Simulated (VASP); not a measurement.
# W8C9 in VASP: further runs

The runs below take W8C9 through single point, with PBE.

Everything below comes from runs of VASP 6.6.1. Logs are shortened: lines on timing, memory, paths and dates and some standing lists are left out, and cuts for length are marked.

### Step 1. The cell of the first run

The cell holds a slab with vacuum, 17 atoms: a = 5.749 Å, b = 5.633 Å, c = 15.149 Å, α = 90.00°, β = 90.00°, γ = 90.00°.

### Step 2. Single point, PBE

Contents of INCAR:

```
SYSTEM = W8C9
PREC = Accurate
ENCUT = 520
EDIFF = 1E-6
ISMEAR = -1
SIGMA = 0.15
LREAL = Auto
LASPH = .TRUE.
NELM = 100
ALGO = Normal
ISIF = 2
LWAVE = .FALSE.
LCHARG = .FALSE.
GGA = PE
NBANDS = 88
```

Contents of KPOINTS:

```
regular mesh
0
G
  3 3 1
  0 0 0
```

Contents of POSCAR:

```
W8C9
1.0
    5.7490600000      0.0000000000      0.0000000000
    0.0000000000      5.6331800000      0.0000000000
    0.0000000000      0.0000000000     15.1490270000
W C
8 9
Direct
    0.0000000000      0.0000000000      0.0660108402
    0.2296549349     -0.0094795480      0.2355794864
    0.0000000000      0.5000017752      0.0660108402
    0.2463707110      0.4842202806      0.2325495888
    0.4999947818      0.0000000000      0.0660108402
    0.7436172174     -0.0150181603      0.2317376555
    0.4999947818      0.5000017752      0.0660108402
    0.7481396959      0.4763206572      0.2344440999
    0.0036527711      0.2462374716      0.1718988289
    0.2536240707      0.2149230097      0.3327276399
    0.0035484062      0.7422450552      0.1755756327
    0.5278776009      0.8525912540      0.3489795087
    0.5070220175      0.2264617854      0.1634296381
    0.6833291008      0.2419770006      0.3355264995
    0.4812612845      0.7282032529      0.1764931834
    0.6830334002      0.6892731992      0.3356783244
    0.4893843515      0.1175002397      0.3616931965
```

Potentials or basis: VASP PAW PBE potentials, release 64 (W_sv, C).

On the command line:

```sh
$ cat potpaw_PBE.64/W_sv/POTCAR potpaw_PBE.64/C/POTCAR > POTCAR
$ mpirun -np 1 vasp_std > vasp.out
```

OUTCAR:

```text
SYSTEM = W8C9
   PREC = Accurate
   ENCUT = 520
   EDIFF = 1E-6
   ISMEAR = -1
   LREAL = Auto
   LASPH = .TRUE.
   NELM = 100
   ISIF = 2
   GGA = PE

 ion  position               nearest neighbor table
   1  0.000  0.000  0.066-   9 2.12  11 2.21   3 2.82   3 2.82   5 2.87   5 2.87   2 2.89   6 2.91

   2  0.230  0.991  0.236-  10 1.94  11 2.11   9 2.17  15 2.25  13 2.35  17 2.53  12 2.55   4 2.78
                             6 2.80   4 2.85   1 2.89   6 2.96   5 3.00
   3  0.000  0.500  0.066-   9 2.15  11 2.15   1 2.82   1 2.82   7 2.87   7 2.87   4 2.89   8 2.94

   4  0.246  0.484  0.233-  15 2.11   9 2.14  10 2.15  11 2.19  13 2.33   2 2.78   2 2.85   8 2.86
                             8 2.89   3 2.89   7 2.92
   5  0.500  0.000  0.066-  13 1.95  15 2.27   7 2.82   7 2.82   1 2.87   1 2.87   6 2.88   2 3.00

   6  0.744  0.985  0.232-  14 2.17  13 2.18  11 2.20  15 2.25   9 2.29  12 2.29  16 2.32  17 2.56
                             8 2.77   2 2.80   8 2.87   5 2.88   1 2.91   2 2.96
   7  0.500  0.500  0.066-  15 2.11  13 2.13   5 2.82   5 2.82   3 2.87   3 2.87   4 2.92   8 2.93

   8  0.748  0.476  0.234-  16 1.98  14 2.06   9 2.18  13 2.25  15 2.27  11 2.28   6 2.77   4 2.86
                             6 2.87   4 2.89   7 2.93   3 2.94
   9  0.004  0.246  0.172-   1 2.12   4 2.14   3 2.15   2 2.17   8 2.18   6 2.29
  10  0.254  0.215  0.333-  17 1.53   2 1.94   4 2.15
  11  0.004  0.742  0.176-   2 2.11   3 2.15   4 2.19   6 2.20   1 2.21   8 2.28
  12  0.528  0.853  0.349-  16 1.30  17 1.52   6 2.29   2 2.55
  13  0.507  0.226  0.163-   5 1.95   7 2.13   6 2.18   8 2.25   4 2.33   2 2.35
  14  0.683  0.242  0.336-  17 1.38   8 2.06   6 2.17
  15  0.481  0.728  0.176-   4 2.11   7 2.11   6 2.25   2 2.25   8 2.27   5 2.27
  16  0.683  0.689  0.336-  12 1.30   8 1.98   6 2.32
  17  0.489  0.118  0.362-  14 1.38  12 1.52  10 1.53   2 2.53   6 2.56

  LATTYP: Found a simple orthorhombic cell.
 ALAT       =     5.6331800000
 B/A-ratio  =     1.0205709741
 C/A-ratio  =     2.6892495890

  Lattice vectors:

 A1 = (   0.0000000000,  -5.6331800000,   0.0000000000)
 A2 = (   5.7490600000,   0.0000000000,   0.0000000000)
 A3 = (   0.0000000000,   0.0000000000,  15.1490270000)

Analysis of symmetry for initial positions (statically):
=====================================================================
 Subroutine PRICEL returns:
 Original cell was already a primitive cell.

 Routine SETGRP: Setting up the symmetry group for a
 simple orthorhombic supercell.

 Subroutine GETGRP returns: Found  1 space group operations
 (whereof  1 operations were pure point group operations)
 out of a pool of  8 trial point group operations.

The static configuration has the point symmetry C_1 .

Analysis of symmetry for dynamics (positions and initial velocities):
=====================================================================
 Subroutine PRICEL returns:
 Original cell was already a primitive cell.

 Routine SETGRP: Setting up the symmetry group for a
 simple orthorhombic supercell.

 Subroutine GETGRP returns: Found  1 space group operations
 (whereof  1 operations were pure point group operations)
 out of a pool of  8 trial point group operations.

The dynamic configuration has the point symmetry C_1 .

 Subroutine INISYM returns: Found  1 space group operations
 (whereof  1 operations are pure point group operations),
 and found     1 'primitive' translations

----------------------------------------------------------------------------------------

                                     Primitive cell

  volume of cell :     490.6087

  direct lattice vectors                    reciprocal lattice vectors
     5.749060000  0.000000000  0.000000000     0.173941479  0.000000000  0.000000000
     0.000000000  5.633180000  0.000000000     0.000000000  0.177519625  0.000000000
     0.000000000  0.000000000 15.149027000     0.000000000  0.000000000  0.066010840

  length of vectors
     5.749060000  5.633180000 15.149027000     0.173941479  0.177519625  0.066010840

  position of ions in fractional coordinates (direct lattice)
     0.000000000  0.000000000  0.066010840
     0.229654935  0.990520452  0.235579486
     0.000000000  0.500001775  0.066010840
     0.246370711  0.484220281  0.232549589
     0.499994782  0.000000000  0.066010840
     0.743617217  0.984981840  0.231737655
[... 9 lines left out ...]
     0.683033400  0.689273199  0.335678324
     0.489384352  0.117500240  0.361693196

  ion indices of the primitive-cell ions
   primitive index   ion index
                 1           1
                 2           2
                 3           3
                 4           4
                 5           5
                 6           6
[... 9 lines left out ...]
                16          16
                17          17

----------------------------------------------------------------------------------------

 KPOINTS: regular mesh

Automatic generation of k-mesh.
 Grid dimensions read from file:
 generate k-points for:    3    3    1

 Generating k-lattice:

  Cartesian coordinates                     Fractional coordinates (reciprocal lattice)
     0.057980493  0.000000000  0.000000000     0.333333333  0.000000000  0.000000000
     0.000000000  0.059173208  0.000000000     0.000000000  0.333333333  0.000000000
     0.000000000  0.000000000  0.066010840     0.000000000  0.000000000  1.000000000

  Length of vectors
     0.057980493  0.059173208  0.066010840

  Shift w.r.t. Gamma in fractional coordinates (k-lattice)
     0.000000000  0.000000000  0.000000000

 Subroutine IBZKPT returns following result:
 ===========================================

 Found      5 irreducible k-points:

 Following reciprocal coordinates:
            Coordinates               Weight
  0.000000  0.000000  0.000000      1.000000
  0.333333  0.000000  0.000000      2.000000
  0.000000  0.333333  0.000000      2.000000
  0.333333  0.333333  0.000000      2.000000
 -0.333333  0.333333  0.000000      2.000000
   k-points           NKPTS =      5   k-points in BZ     NKDIM =      5   number of bands    NBANDS=     88
   number of dos      NEDOS =    301   number of ions     NIONS =     17
   total plane-waves  NPLWV = 241920
   dimension x,y,z NGX =    48 NGY =   42 NGZ =  120
   dimension x,y,z NGXF=    96 NGYF=   84 NGZF=  240
   ions per type =               8   9
   NGX,Y,Z   is equivalent  to a cutoff of  13.88, 12.40, 13.17 a.u.
   NGXF,Y,Z  is equivalent  to a cutoff of  27.76, 24.79, 26.34 a.u.
 SYSTEM =  W8C9
   PREC   = accura    normal or accurate (medium, high low for compatibility)
   ISTART =      0    job   : 0-new  1-cont  2-samecut
   ICHARG =      2    charge: 1-file 2-atom 10-const
   ISPIN  =      1    spin polarized calculation?
   LNONCOLLINEAR =      F non collinear calculations
   LSORBIT =      F    spin-orbit coupling
   LASPH  =      T    aspherical Exc in radial PAW
   ENCUT  =  520.0 eV  38.22 Ry    6.18 a.u.  10.69 10.47 28.17*2*pi/ulx,y,z
   NELM   =    100;   NELMIN=  2; NELMDL= -5     # of ELM steps
   EDIFF  = 0.1E-05   stopping-criterion for ELM
   LREAL  =      T    real-space projection
   EDIFFG = 0.1E-04   stopping-criterion for IOM
   NSW    =      0    number of steps for IOM
   IBRION =     -1    ionic relax: 0-MD 1-quasi-New 2-CG
   NFREE  =      0    steps in history (QN), initial steepest desc. (CG)
   ISIF   =      2    stress and relaxation
   ISYM   =      2    0-nonsym 1-usesym 2-fastsym
   POTIM  = 0.5000    time-step for ionic-motion
   TEBEG  =    0.0;   TEEND  =   0.0 temperature during run
   PSTRESS=    0.0 pullay stress
   NELECT =     148.0000    total number of electrons
   NUPDOWN=      -1.0000    fix difference up-down
   EMIN   =  10.00;   EMAX   =-10.00  energy-range for DOS
   EFERMI =   0.00;   METHOD = LEGACY
   ISMEAR =    -1;   SIGMA  =   0.15  broadening in eV -4-tet -1-fermi 0-gaus
   EFERMI_NEDOS =   21; number of points for ismear=-14 and -15
   IALGO  =     38    algorithm
   IMIX   =      4    mixing-type and parameters
     AMIX     =   0.40;   BMIX     =  1.00
     AMIX_MAG =   1.60;   BMIX_MAG =  1.00
  volume/ion in A,a.u.               =      28.86       194.75
  Fermi-wavevector in a.u.,A,eV,Ry     =   1.097953  2.074830 16.401828  1.205500
  Thomas-Fermi vector in A             =   2.234322
   LORBIT       =      0    0 simple, 1 ext, 2 COOP (PROOUT), +10 PAW based schemes
   GGA     = PE    functional components
   LHFCALC =     F    Hartree Fock is set to
   AEXX    =    0.0000 exact exchange contribution
   IVDW    =     0    specifies the selected vdW correction
   LEPSILON=     F    determine dielectric tensor
   LRPA    =     F    only Hartree local field effects (RPA)
 non-spin polarized calculation
  energy-cutoff  :      520.00
  volume of cell :      490.61
 maximum number of plane-waves:     13218
 NGX is ok and might be reduce to    48
   NGX = 21   NGY = 21   NGZ = 57

 number of electron     147.9999990 magnetization

 Free energy of the ion-electron system (eV)
  ---------------------------------------------------
  ext. energy  EPLUGINS =         0.00000000
  ---------------------------------------------------
  free energy    TOTEN  =      -166.73128548 eV

  energy without entropy =     -166.03887536  energy(sigma->0) =     -166.38508042

 E-fermi :   0.8861     XC(G=0):  -6.3112

 val. band max:        0.8523384546   @ k =   0.3333   0.0000   0.0000
 cond. band min:       0.9100859381   @ k =  -0.3333   0.3333   0.0000
 fundamental gap:      0.0577474836
 Fermi energy:         0.8860753286

 k-point     1 :       0.0000    0.0000    0.0000
  band No.  band energies     occupation
      1     -73.6515      2.00000
      2     -73.5184      2.00000
      3     -73.4827      2.00000
      4     -73.4792      2.00000
      5     -73.4536      2.00000
      6     -73.4284      2.00000
[... 78 lines left out ...]
     85       3.3080      0.00000
     86       3.4079      0.00000

 k-point     2 :       0.3333    0.0000    0.0000
  band No.  band energies     occupation
      1     -73.6507      2.00000
      2     -73.5135      2.00000
      3     -73.4858      2.00000
      4     -73.4778      2.00000
      5     -73.4495      2.00000
      6     -73.4354      2.00000
[... 262 lines left out ...]
      2     -73.5079      2.00000
      3     -73.4804      2.00000
      4     -73.4718      2.00000
      5     -73.4544      2.00000
      6     -73.4443      2.00000
[... 78 lines left out ...]
     85       2.4180      0.00007
     86       2.5786      0.00003
 [bands above 86 left out]

------------------------ aborting loop because EDIFF is reached ----------------------------------------

  FORCE on cell =-STRESS in cart. coord.  units (eV):
  Direction    XX          YY          ZZ          XY          YZ          ZX
  --------------------------------------------------------------------------------------
  -------------------------------------------------------------------------------------
  Total      -12.3352115     -1.0617109      1.1115726      1.0146204      8.5299904     -1.1515641
  in kB      -40.2830154     -3.4672221      3.6300549      3.3134388     27.8563312     -3.7606550
  external PRESSURE =     -13.3733942 kB  Pullay stress =       0.0000000 kB

 VOLUME and BASIS-vectors are now :
 -----------------------------------------------------------------------------
  energy-cutoff  :      520.00
  volume of cell :      490.61
      direct lattice vectors                 reciprocal lattice vectors
     5.749060000  0.000000000  0.000000000     0.173941479  0.000000000  0.000000000
     0.000000000  5.633180000  0.000000000     0.000000000  0.177519625  0.000000000
     0.000000000  0.000000000 15.149027000     0.000000000  0.000000000  0.066010840

 POSITION                                       TOTAL-FORCE (eV/Angst)
 -----------------------------------------------------------------------------------
      0.00000      0.00000      1.00000         0.055107     -0.348554      0.234955
      1.32030      5.57978      3.56880         2.353093     -1.425843     -1.950812
      0.00000      2.81660      1.00000         0.035296     -0.056467      0.577801
      1.41640      2.72770      3.52290         0.161295      0.263989      0.287134
      2.87450      0.00000      1.00000        -0.230010     -1.833593     -1.348479
      4.27510      5.54858      3.51060        -0.425744     -0.278070      0.241185
[... 9 lines left out ...]
      3.92680      3.88280      5.08520         0.018775      0.602535      0.129718
      2.81350      0.66190      5.47930        -2.079995     -1.112591     -0.479324
 -----------------------------------------------------------------------------------
    total drift:                                0.003804      0.008485     -0.000776

  FREE ENERGIE OF THE ION-ELECTRON SYSTEM (eV)
  ---------------------------------------------------
  free  energy   TOTEN  =      -166.7312854845 eV

  energy  without entropy=     -166.0388753641  energy(sigma->0) =     -166.38508042
```

Run time: 4.9 min. Hardware: 1 thread of Intel Xeon Platinum 8559C (Emerald Rapids), shared host; peak memory 0.58 GiB.

Results:

| Quantity | Value |
| --- | --- |
| Free energy | -166.7313 eV |
| Largest force | 3.373 eV/Å |
| Band gap on the k mesh | zero (band 74 reaches 1.14 eV, above the bottom of band 75 at 0.85 eV) |

Forces on the atoms (eV/Å):
```
W    0.055 -0.349  0.235
W    2.353 -1.426 -1.951
W    0.035 -0.056  0.578
W    0.161  0.264  0.287
W   -0.230 -1.834 -1.348
W   -0.426 -0.278  0.241
W   -0.122 -0.292  0.110
W   -0.411  0.440 -0.487
C   -0.170 -0.607 -0.230
C    1.584  0.835  1.436
C   -0.711 -0.456 -0.243
C   -1.429  2.105  1.457
C   -0.776  1.618  2.425
C    1.044 -0.134 -1.427
C    1.104  0.679 -0.733
C    0.019  0.603  0.130
C   -2.080 -1.113 -0.479
```

Caveat: the k points lie up to 0.37 Å⁻¹ apart; spin-orbit coupling is left out, which moves the levels of the heavy elements.

### Step 3. Single point, PBE

Contents of INCAR:

```
PREC     = Accurate       # precision mode
ENCUT    = 520            # plane-wave cutoff, eV
EDIFF    = 1E-7           # SCF threshold, eV
ISMEAR   = -1             # smearing method
SIGMA    = 0.15           # smearing width, eV
LREAL    = Auto         
LASPH    = T              # aspherical terms in the spheres
NELM     = 80             # most SCF steps
ALGO     = Normal         # electronic algorithm
ISIF     = 2              # what is computed and relaxed
LWAVE    = F              # write WAVECAR
LCHARG   = F              # write CHGCAR
GGA      = PE             # functional
NBANDS   = 88             # bands
```

Contents of KPOINTS:

```
Automatic mesh
0
Gamma
  3 3 1
```

Contents of POSCAR:

```
W8C9
1.0
    5.7490600000      0.0000000000      0.0000000000
    0.0000000000      5.6331800000      0.0000000000
    0.0000000000      0.0000000000     15.1490270000
W C
8 9
Direct
    0.0000000000      0.0000000000      0.0660108402
    0.2540937127     -0.0117162952      0.2332361016
    0.0000000000      0.5000017752      0.0660108402
    0.2280024908      0.4964158788      0.2411375991
    0.4999947818      0.0000000000      0.0660108402
    0.7447652312     -0.0075623360      0.2372495606
    0.4999947818      0.5000017752      0.0660108402
    0.7186740093      0.5048125570      0.2346421325
    0.0024003924      0.2448173146      0.1722222820
    0.2626168452      0.2718890573      0.3435600187
   -0.0180377314      0.7343809358      0.1702683611
    0.4707030367      0.8778878005      0.3460090209
    0.4794348989      0.2415154495      0.1803020088
    0.6970530835      0.2284145012      0.3347541727
    0.4709117664      0.7258599938      0.1660568695
    0.6106215625      0.7095814442      0.3255852670
    0.4738165891      0.1413943811      0.3614027488
```

Potentials or basis: VASP PAW PBE potentials, release 64 (W_sv, C).

On the command line:

```sh
$ cat potpaw_PBE.64/W_sv/POTCAR potpaw_PBE.64/C/POTCAR > POTCAR
$ mpirun -np 1 vasp_std > vasp.out
```

Run time: 6.4 min. Hardware: 1 thread of Intel Xeon Platinum 8559C (Emerald Rapids), shared host; peak memory 0.58 GiB.

The run converged. Its results:

```
Free energy            : -166.8170 eV
Largest force          : 4.594 eV/Å
Band gap on the k mesh : zero (band 74 reaches 1.02 eV, above the bottom of band 75 at 0.94 eV)
```

Forces in eV/Å, atoms in the order of the input:
```
W   -0.045 -0.005  0.675
W   -2.246  1.366 -0.292
W   -0.496 -0.522  0.271
W    0.424 -0.642 -0.997
W   -0.418  0.058  0.521
W   -0.267  0.134 -1.631
W   -0.470 -1.180 -0.412
W    2.897 -3.443 -0.926
C   -0.344 -0.083  0.571
C    1.225 -1.026 -0.796
C    0.470  1.016  0.809
C   -2.355  2.609  1.129
C    0.729  0.578 -1.702
C   -0.245  0.751  0.200
C    0.333  1.427  1.011
C    1.341 -0.954  1.064
C   -0.534 -0.083  0.504
```

Levels at points of the mesh, in eV from the Fermi level:
```tsv
k point	band 70	band 71	band 72	band 73	band 74	band 75	band 76	band 77	band 78	band 79
(0.00, 0.00, 0.00)	-0.76	-0.48	-0.31	-0.21	0.14	0.46	0.62	0.72	1.08	1.46
```

Caveat: the k points lie up to 0.37 Å⁻¹ apart; spin-orbit coupling is left out, which moves the levels of the heavy elements.

(Continued in part 2 of 2.)
